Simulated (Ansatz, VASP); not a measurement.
Two plane-wave programs on Rb

```
Rb
1.0
     7.68412    0.00000    0.00000
    -3.84206    6.65464    0.00000
     0.00000    0.00000    4.59258
Rb
3
Direct
  0.00000 0.00000 0.00000
  0.33333 0.66667 0.50000
  0.66667 0.33333 0.50000
```

Alike in both runs: functional LDA; k mesh 5 × 5 × 7; occupations fermi-dirac, width 0.1 eV; no spin polarisation.

Ansatz relaxed the structure, and its values are those at the end. VASP's run is a single point on that final structure, the one shown.

|  | VASP | Ansatz |
| --- | --- | --- |
| version | VASP 6.6.1 | Ansatz 0.2.0 |
| potentials or method | VASP PAW LDA potentials, release 64 (Rb_sv), cutoff 520 eV | plane waves (420 eV) with PAW, scalar-relativistic |
| valence electrons in the cell | 27 | 27 |

```tsv
	VASP	Ansatz	Ansatz less VASP
pressure (GPa)	0.0	0.0	0.00
```

Ansatz warns that its potentials were made for another functional, while VASP's fit it. LDA's correlation is that of Perdew and Zunger in VASP and of Perdew and Wang (1992) in Ansatz.
